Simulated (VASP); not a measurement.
# Al3Cu (P4/mmm) in VASP: a series of runs

Runs on Al3Cu. Level: LDA. Tasks: single point.

Everything below comes from runs of VASP 6.6.1. Logs are shortened: lines on timing, memory, paths and dates and some standing lists are left out, and cuts for length are marked.

## Step 1: The cell of the first run

Symmetry: P4/mmm, No. 123, tetragonal system. The conventional cell has a = 4.118 Å, b = 4.118 Å, c = 3.648 Å, α = 90.00°, β = 90.00°, γ = 90.00°. Within 3.6 Å of Al (site symmetry mmm) lie 8 Al at 2.75 to 2.91 Å and 4 Cu at 2.75 Å. Al (site symmetry 4/mmm) has 8 Al at 2.75 Å and 4 Cu at 2.91 Å within 3.6 Å. Cu (site symmetry 4/mmm) has 12 Al at 2.75 to 2.91 Å within 3.6 Å.

## Step 2: Single point, LDA (volume 15.467 Å^3 an atom, c/a of the conventional cell 0.8857)

Contents of INCAR:

```
PREC = Accurate ; ENCUT = 520
EDIFF = 1E-6 ; ISMEAR = 0
SIGMA = 0.15 ; LREAL = F
LASPH = T ; NELM = 60
ALGO = Fast ; ISIF = 2
LWAVE = F ; LCHARG = F
NBANDS = 18
```

Contents of KPOINTS:

```
regular mesh
0
Gamma
  12 12 12
```

Contents of POSCAR:

```
Al3Cu
1.0
    4.1183805805      0.0000000000      0.0000000000
    0.0000000000      4.1183805805      0.0000000000
    0.0000000000      0.0000000000      3.6476496802
Al Cu
3 1
Direct
    0.0000000000      0.5000000000      0.5000000000
    0.5000000000      0.0000000000      0.5000000000
    0.5000000000      0.5000000000      0.0000000000
    0.0000000000      0.0000000000      0.0000000000
```

Potentials or basis: VASP PAW LDA potentials, release 64 (Al, Cu).

Run with:

```bash
cat potpaw_LDA.64/Al/POTCAR potpaw_LDA.64/Cu/POTCAR > POTCAR
mpirun -np 1 vasp_std > vasp.out
```

OUTCAR:

```text
PREC = Accurate
   ENCUT = 520
   EDIFF = 1E-6
   ISMEAR = 0
   LREAL = F
   LASPH = T
   NELM = 60
   ISIF = 2

 ion  position               nearest neighbor table
   1  0.000  0.500  0.500-   3 2.75   4 2.75   3 2.75   4 2.75   4 2.75   4 2.75   3 2.75   3 2.75
                             2 2.91   2 2.91   2 2.91   2 2.91
   2  0.500  0.000  0.500-   3 2.75   4 2.75   3 2.75   4 2.75   3 2.75   3 2.75   4 2.75   4 2.75
                             1 2.91   1 2.91   1 2.91   1 2.91
   3  0.500  0.500  0.000-   1 2.75   2 2.75   1 2.75   2 2.75   2 2.75   2 2.75   1 2.75   1 2.75
                             4 2.91   4 2.91   4 2.91   4 2.91
   4  0.000  0.000  0.000-   1 2.75   2 2.75   1 2.75   2 2.75   1 2.75   1 2.75   2 2.75   2 2.75
                             3 2.91   3 2.91   3 2.91   3 2.91

  LATTYP: Found a simple tetragonal cell.
 ALAT       =     4.1183805805
 C/A-ratio  =     0.8857000000

  Lattice vectors:

 A1 = (   4.1183805805,   0.0000000000,   0.0000000000)
 A2 = (   0.0000000000,   4.1183805805,   0.0000000000)
 A3 = (   0.0000000000,   0.0000000000,   3.6476496802)

Analysis of symmetry for initial positions (statically):
=====================================================================
 Subroutine PRICEL returns:
 Original cell was already a primitive cell.

 Routine SETGRP: Setting up the symmetry group for a
 simple tetragonal supercell.

 Subroutine GETGRP returns: Found 16 space group operations
 (whereof 16 operations were pure point group operations)
 out of a pool of 16 trial point group operations.

The static configuration has the point symmetry D_4h.

Analysis of symmetry for dynamics (positions and initial velocities):
=====================================================================
 Subroutine PRICEL returns:
 Original cell was already a primitive cell.

 Routine SETGRP: Setting up the symmetry group for a
 simple tetragonal supercell.

 Subroutine GETGRP returns: Found 16 space group operations
 (whereof 16 operations were pure point group operations)
 out of a pool of 16 trial point group operations.

The dynamic configuration has the point symmetry D_4h.

 Subroutine INISYM returns: Found 16 space group operations
 (whereof 16 operations are pure point group operations),
 and found     1 'primitive' translations

----------------------------------------------------------------------------------------

                                     Primitive cell
[... 97 lines left out ...]
   EDIFFG = 0.1E-04   stopping-criterion for IOM
   NSW    =      0    number of steps for IOM
   IBRION =     -1    ionic relax: 0-MD 1-quasi-New 2-CG
   NFREE  =      0    steps in history (QN), initial steepest desc. (CG)
   ISIF   =      2    stress and relaxation
   ISYM   =      2    0-nonsym 1-usesym 2-fastsym
   POTIM  = 0.5000    time-step for ionic-motion
   TEBEG  =    0.0;   TEEND  =   0.0 temperature during run
   PSTRESS=    0.0 pullay stress
   NELECT =      20.0000    total number of electrons
   NUPDOWN=      -1.0000    fix difference up-down
   EMIN   =  10.00;   EMAX   =-10.00  energy-range for DOS
   EFERMI =   0.00;   METHOD = LEGACY
   ISMEAR =     0;   SIGMA  =   0.15  broadening in eV -4-tet -1-fermi 0-gaus
   EFERMI_NEDOS =   21; number of points for ismear=-14 and -15
   IALGO  =     68    algorithm
   IMIX   =      4    mixing-type and parameters
     AMIX     =   0.40;   BMIX     =  1.00
     AMIX_MAG =   1.60;   BMIX_MAG =  1.00
  volume/ion in A,a.u.               =      15.47       104.38
  Fermi-wavevector in a.u.,A,eV,Ry     =   1.123560  2.123220 17.175808  1.262386
  Thomas-Fermi vector in A             =   2.260227
   LORBIT       =      0    0 simple, 1 ext, 2 COOP (PROOUT), +10 PAW based schemes
   GGA     = CA    functional components
   LHFCALC =     F    Hartree Fock is set to
   AEXX    =    0.0000 exact exchange contribution
   IVDW    =     0    specifies the selected vdW correction
   LEPSILON=     F    determine dielectric tensor
   LRPA    =     F    only Hartree local field effects (RPA)
 non-spin polarized calculation
 RMM-DIIS sequential band-by-band and
 Gauss-broadening in eV      SIGMA  =   0.15
  energy-cutoff  :      520.00
  volume of cell :       61.87
 maximum number of plane-waves:      1688
 NGX is ok and might be reduce to    32
   NGX = 15   NGY = 15   NGZ = 13

 number of electron      19.9999982 magnetization

 Free energy of the ion-electron system (eV)
  ---------------------------------------------------
  ext. energy  EPLUGINS =         0.00000000
  ---------------------------------------------------
  free energy    TOTEN  =       -17.14806238 eV

  energy without entropy =      -17.13091790  energy(sigma->0) =      -17.13949014

 E-fermi :   7.7340     XC(G=0): -10.8440

 val. band max:        7.7214074029   @ k =   0.4167   0.0833   0.0833
 cond. band min:       7.7365927460   @ k =   0.2500   0.1667   0.0000
 fundamental gap:      0.0151853431
 Fermi energy:         7.7339796508

 k-point     1 :       0.0000    0.0000    0.0000
  band No.  band energies     occupation
      1      -3.1614      2.00000
      2       3.3509      2.00000
      3       3.6644      2.00000
      4       4.2364      2.00000
      5       4.2572      2.00000
      6       4.2572      2.00000
[... 481 lines left out ...]
      5       4.1106      2.00000
      6       4.1542      2.00000
[... 10 lines left out ...]
     17      14.0744      0.00000
     18      14.6838      0.00000

 [... further k-points ...]

------------------------ aborting loop because EDIFF is reached ----------------------------------------

  FORCE on cell =-STRESS in cart. coord.  units (eV):
  Direction    XX          YY          ZZ          XY          YZ          ZX
  --------------------------------------------------------------------------------------
  -------------------------------------------------------------------------------------
  Total       -3.4009751     -3.4009751     -0.0645641      0.0000000     -0.0000000      0.0000000
  in kB      -88.0740488    -88.0740488     -1.6719973      0.0000000     -0.0000000      0.0000000
  external PRESSURE =     -59.2733650 kB  Pullay stress =       0.0000000 kB

 VOLUME and BASIS-vectors are now :
 -----------------------------------------------------------------------------
  energy-cutoff  :      520.00
  volume of cell :       61.87
      direct lattice vectors                 reciprocal lattice vectors
     4.118380581  0.000000000  0.000000000     0.242813888  0.000000000  0.000000000
     0.000000000  4.118380581  0.000000000     0.000000000  0.242813888  0.000000000
     0.000000000  0.000000000  3.647649680     0.000000000  0.000000000  0.274149134

 POSITION                                       TOTAL-FORCE (eV/Angst)
 -----------------------------------------------------------------------------------
      0.00000      2.05919      1.82382         0.000000      0.000000      0.000000
      2.05919      0.00000      1.82382         0.000000      0.000000      0.000000
      2.05919      2.05919      0.00000         0.000000      0.000000      0.000000
      0.00000      0.00000      0.00000         0.000000      0.000000      0.000000
 -----------------------------------------------------------------------------------
    total drift:                               -0.000000      0.000000     -0.000000

  FREE ENERGIE OF THE ION-ELECTRON SYSTEM (eV)
  ---------------------------------------------------
  free  energy   TOTEN  =       -17.1480623822 eV

  energy  without entropy=      -17.1309179022  energy(sigma->0) =      -17.13949014
```

OSZICAR:

```text
N       E                     dE             d eps       ncg     rms          rms(c)
DAV:   1     0.740902094720E+02    0.74090E+02   -0.82394E+03  7068   0.115E+03
DAV:   2    -0.150773411800E+02   -0.89168E+02   -0.82467E+02  7268   0.213E+02
DAV:   3    -0.194306377401E+02   -0.43533E+01   -0.41893E+01  9656   0.534E+01
DAV:   4    -0.195318537464E+02   -0.10122E+00   -0.10071E+00 10200   0.656E+00
DAV:   5    -0.195338573819E+02   -0.20036E-02   -0.20034E-02  9802   0.923E-01    0.160E+01
RMM:   6    -0.241418700200E+02   -0.46080E+01   -0.56969E+01  9011   0.107E+02    0.154E+01
RMM:   7    -0.175623691322E+02    0.65795E+01   -0.18794E+01  7823   0.655E+01    0.395E+00
RMM:   8    -0.171815347748E+02    0.38083E+00   -0.17805E+00  7788   0.203E+01    0.107E+00
RMM:   9    -0.171505394882E+02    0.30995E-01   -0.23017E-01  7952   0.242E+00    0.444E-01
RMM:  10    -0.171510654894E+02   -0.52600E-03   -0.37560E-02  8818   0.181E+00    0.357E-01
RMM:  11    -0.171482336169E+02    0.28319E-02   -0.71560E-03  8940   0.789E-01    0.128E-01
RMM:  12    -0.171480304297E+02    0.20319E-03   -0.17249E-03  9231   0.483E-01    0.527E-02
RMM:  13    -0.171480538219E+02   -0.23392E-04   -0.53420E-04  9805   0.163E-01    0.184E-02
RMM:  14    -0.171480639956E+02   -0.10174E-04   -0.10159E-04 10398   0.780E-02    0.877E-03
RMM:  15    -0.171480621035E+02    0.18921E-05   -0.91421E-06  8852   0.261E-02    0.959E-03
RMM:  16    -0.171480623822E+02   -0.27872E-06   -0.21123E-06  7195   0.165E-02
   1 F= -.17148062E+02 E0= -.17139490E+02  d E =-.171445E-01
```

It took 76 s on 1 thread of Intel Xeon 6975P-C (Granite Rapids), shared host; peak memory 0.3 GiB.

Results:

```
Free energy            : -17.1481 eV
Pressure               : -5.9 GPa
Band gap on the k mesh : zero (band 10 reaches 10.09 eV, above the bottom of band 11 at 5.64 eV)
```

Levels at points of the mesh, in eV from the Fermi level:
```csv
k point,band 7,band 8,band 9,band 10,band 11,band 12,band 13,band 14
"(0.00, 0.00, 0.00)",-2.87,-2.87,-0.99,-0.89,-0.37,1.74,5.22,5.22
"(0.50, 0.00, 0.00)",-3.38,-0.36,-0.36,0.12,1.30,1.55,1.67,2.86
"(0.50, 0.50, 0.00)",-3.39,-3.32,-2.99,2.35,3.74,3.74,4.51,4.93
"(0.00, 0.00, 0.50)",-3.14,0.06,0.06,0.29,0.29,0.56,1.16,1.73
"(0.50, 0.00, 0.50)",-3.35,-3.07,-3.02,1.02,2.34,2.92,2.94,2.96
"(0.50, 0.50, 0.50)",-3.56,-3.36,-3.27,-2.24,-2.09,-1.85,-1.85,10.53
```

## Step 3: Single point, LDA (volume 15.467 Å^3 an atom, c/a of the conventional cell 1.1290)

Contents of INCAR:

```
SYSTEM = Al3Cu
ALGO = Fast ; EDIFF = 1E-6
ENCUT = 520 ; GGA = CA
ISIF = 2 ; ISMEAR = 0
LASPH = .True. ; LCHARG = .False.
LREAL = .False. ; LWAVE = .False.
NBANDS = 18 ; NELM = 80
PREC = Accurate ; SIGMA = 0.15
```

Contents of KPOINTS:

```
k-points
0
Gamma
  12 12 12
  0 0 0
```

Contents of POSCAR:

```
Al3Cu
1.0
    3.7983126653      0.0000000000      0.0000000000
    0.0000000000      3.7983126653      0.0000000000
    0.0000000000      0.0000000000      4.2882949991
Al Cu
3 1
Direct
    0.0000000000      0.5000000000      0.5000000000
    0.5000000000      0.0000000000      0.5000000000
    0.5000000000      0.5000000000      0.0000000000
    0.0000000000      0.0000000000      0.0000000000
```

Potentials or basis: VASP PAW LDA potentials, release 64 (Al, Cu).

Run with:

```bash
cat potpaw_LDA.64/Al/POTCAR potpaw_LDA.64/Cu/POTCAR > POTCAR
mpirun -np 1 vasp_std > vasp.out
```

OUTCAR:

```text
SYSTEM = Al3Cu
   EDIFF = 1E-6
   ENCUT = 520
   GGA = CA
   ISIF = 2
   ISMEAR = 0
   LASPH = .True.
   LREAL = .False.
   NELM = 80
   PREC = Accurate

 ion  position               nearest neighbor table
   1  0.000  0.500  0.500-   2 2.69   2 2.69   2 2.69   2 2.69   4 2.86   3 2.86   4 2.86   4 2.86
                             4 2.86   3 2.86   3 2.86   3 2.86
   2  0.500  0.000  0.500-   1 2.69   1 2.69   1 2.69   1 2.69   4 2.86   3 2.86   3 2.86   3 2.86
                             4 2.86   4 2.86   4 2.86   3 2.86
   3  0.500  0.500  0.000-   4 2.69   4 2.69   4 2.69   4 2.69   2 2.86   2 2.86   2 2.86   2 2.86
                             1 2.86   1 2.86   1 2.86   1 2.86
   4  0.000  0.000  0.000-   3 2.69   3 2.69   3 2.69   3 2.69   2 2.86   1 2.86   2 2.86   1 2.86
                             2 2.86   1 2.86   2 2.86   1 2.86

  LATTYP: Found a simple tetragonal cell.
 ALAT       =     3.7983126653
 C/A-ratio  =     1.1290000000

  Lattice vectors:

 A1 = (   3.7983126653,   0.0000000000,   0.0000000000)
 A2 = (   0.0000000000,   3.7983126653,   0.0000000000)
 A3 = (   0.0000000000,   0.0000000000,   4.2882949991)

Analysis of symmetry for initial positions (statically):
=====================================================================
 Subroutine PRICEL returns:
 Original cell was already a primitive cell.

 Routine SETGRP: Setting up the symmetry group for a
 simple tetragonal supercell.

 Subroutine GETGRP returns: Found 16 space group operations
 (whereof 16 operations were pure point group operations)
 out of a pool of 16 trial point group operations.

The static configuration has the point symmetry D_4h.

Analysis of symmetry for dynamics (positions and initial velocities):
=====================================================================
 Subroutine PRICEL returns:
[... 131 lines left out ...]
   IMIX   =      4    mixing-type and parameters
     AMIX     =   0.40;   BMIX     =  1.00
     AMIX_MAG =   1.60;   BMIX_MAG =  1.00
  volume/ion in A,a.u.               =      15.47       104.38
  Fermi-wavevector in a.u.,A,eV,Ry     =   1.123560  2.123220 17.175808  1.262386
  Thomas-Fermi vector in A             =   2.260227
   LORBIT       =      0    0 simple, 1 ext, 2 COOP (PROOUT), +10 PAW based schemes
   GGA     = CA    functional components
   LHFCALC =     F    Hartree Fock is set to
   AEXX    =    0.0000 exact exchange contribution
   IVDW    =     0    specifies the selected vdW correction
   LEPSILON=     F    determine dielectric tensor
   LRPA    =     F    only Hartree local field effects (RPA)
 non-spin polarized calculation
 RMM-DIIS sequential band-by-band and
 Gauss-broadening in eV      SIGMA  =   0.15
  energy-cutoff  :      520.00
  volume of cell :       61.87
 maximum number of plane-waves:      1684
   NGX = 15   NGY = 15   NGZ = 15

 number of electron      19.9999987 magnetization

 Free energy of the ion-electron system (eV)
  ---------------------------------------------------
  ext. energy  EPLUGINS =         0.00000000
  ---------------------------------------------------
  free energy    TOTEN  =       -17.15521770 eV

  energy without entropy =      -17.13864021  energy(sigma->0) =      -17.14692896

 E-fermi :   7.6567     XC(G=0): -10.8423

 val. band max:        7.6252315653   @ k =   0.3333   0.0000   0.1667
 cond. band min:       7.6574656964   @ k =   0.5000   0.1667   0.4167
 fundamental gap:      0.0322341311
 Fermi energy:         7.6566536881

 k-point     1 :       0.0000    0.0000    0.0000
  band No.  band energies     occupation
      1      -3.1608      2.00000
      2       3.2862      2.00000
      3       3.6686      2.00000
      4       4.1953      2.00000
      5       4.2509      2.00000
      6       4.2509      2.00000
[... 481 lines left out ...]
      5       3.8901      2.00000
      6       4.0178      2.00000
[... 10 lines left out ...]
     17      13.2717      0.00000
     18      16.1980      0.00000

 [... further k-points ...]

------------------------ aborting loop because EDIFF is reached ----------------------------------------

  FORCE on cell =-STRESS in cart. coord.  units (eV):
  Direction    XX          YY          ZZ          XY          YZ          ZX
  --------------------------------------------------------------------------------------
  -------------------------------------------------------------------------------------
  Total       -1.0829306     -1.0829306     -4.3871629      0.0000000      0.0000000      0.0000000
  in kB      -28.0443334    -28.0443334   -113.6130614      0.0000000      0.0000000      0.0000000
  external PRESSURE =     -56.5672427 kB  Pullay stress =       0.0000000 kB

 VOLUME and BASIS-vectors are now :
 -----------------------------------------------------------------------------
  energy-cutoff  :      520.00
  volume of cell :       61.87
      direct lattice vectors                 reciprocal lattice vectors
     3.798312665  0.000000000  0.000000000     0.263274798  0.000000000  0.000000000
     0.000000000  3.798312665  0.000000000     0.000000000  0.263274798  0.000000000
     0.000000000  0.000000000  4.288294999     0.000000000  0.000000000  0.233192912

 POSITION                                       TOTAL-FORCE (eV/Angst)
 -----------------------------------------------------------------------------------
      0.00000      1.89916      2.14415         0.000000      0.000000      0.000000
      1.89916      0.00000      2.14415         0.000000      0.000000      0.000000
      1.89916      1.89916      0.00000         0.000000      0.000000      0.000000
      0.00000      0.00000      0.00000         0.000000      0.000000      0.000000
 -----------------------------------------------------------------------------------
    total drift:                               -0.000000     -0.000000     -0.000000

  FREE ENERGIE OF THE ION-ELECTRON SYSTEM (eV)
  ---------------------------------------------------
  free  energy   TOTEN  =       -17.1552176965 eV

  energy  without entropy=      -17.1386402142  energy(sigma->0) =      -17.14692896
```

Wall time 87 s (1 thread of Intel Xeon 6975P-C (Granite Rapids), shared host); peak memory 0.3 GiB.

What came out:

```
Free energy            : -17.1552 eV
Pressure               : -5.7 GPa
Band gap on the k mesh : zero (band 10 reaches 9.56 eV, above the bottom of band 11 at 5.70 eV)
```

Stress tensor (GPa, compression positive):
```
 -2.80   0.00   0.00
  0.00  -2.80   0.00
  0.00   0.00 -11.36
```

## Step 4: Single point, LDA (volume 13.939 Å^3 an atom, c/a of the conventional cell 0.8336)

Contents of INCAR:

```
SYSTEM = Al3Cu
PREC     = Accurate       ! precision mode
ENCUT    = 520            ! plane-wave cutoff, eV
EDIFF    = 1E-7           ! SCF threshold, eV
ISMEAR   = 0              ! smearing method
SIGMA    = 0.15           ! smearing width, eV
LREAL    = .False.        ! projectors in reciprocal space
LASPH    = .True.         ! aspherical terms in the spheres
NELM     = 80             ! most SCF steps
ALGO     = Fast           ! electronic algorithm
ISIF     = 2              ! what is computed and relaxed
LWAVE    = .False.        ! write WAVECAR
LCHARG   = .False.        ! write CHGCAR
GGA      = CA             ! functional
NBANDS   = 18             ! bands
```

Contents of KPOINTS:

```
regular mesh
0
Gamma
  12 12 12
  0 0 0
```

Contents of POSCAR:

```
Al3Cu
1.0
    4.0592391123      0.0000000000      0.0000000000
    0.0000000000      4.0592391123      0.0000000000
    0.0000000000      0.0000000000      3.3837817240
Al Cu
3 1
Direct
    0.0000000000      0.5000000000      0.5000000000
    0.5000000000      0.0000000000      0.5000000000
    0.5000000000      0.5000000000      0.0000000000
    0.0000000000      0.0000000000      0.0000000000
```

Run with:

```bash
cat potpaw_LDA.64/Al/POTCAR potpaw_LDA.64/Cu/POTCAR > POTCAR
mpirun -np 1 vasp_std > vasp.out
```

Run time: 2.7 min. Hardware: 1 thread of Intel Xeon 6975P-C, shared host; peak memory 0.28 GiB.

It converged, with:

```yaml
Free_energy: -17.0741 eV
Pressure: 3.9 GPa
Band_gap_on_the_k_mesh: zero (band 10 reaches 12.08 eV, above the bottom of band 11 at 6.76 eV)
```

Stress tensor (GPa, compression positive):
```
1.28 0.00 0.00
0.00 1.28 0.00
0.00 0.00 9.12
```

Levels at points of the mesh, in eV from the Fermi level:
| k point | band 8 | band 9 | band 10 | band 11 | band 12 | band 13 |
| --- | --- | --- | --- | --- | --- | --- |
| (0.00, 0.00, 0.00) | -3.48 | -1.45 | -0.54 | -0.10 | 2.75 | 4.93 |
| (0.50, 0.00, 0.00) | -0.91 | -0.73 | -0.37 | 1.41 | 2.10 | 2.35 |
| (0.50, 0.50, 0.00) | -3.75 | -3.30 | 3.14 | 4.61 | 4.61 | 5.35 |
| (0.00, 0.00, 0.50) | -0.22 | -0.22 | 0.20 | 0.28 | 0.28 | 1.47 |
| (0.50, 0.00, 0.50) | -3.36 | -3.24 | 0.83 | 2.22 | 2.71 | 2.89 |
| (0.50, 0.50, 0.50) | -3.77 | -3.65 | -2.32 | -2.18 | -1.81 | -1.81 |

(Continued in part 2 of 2.)
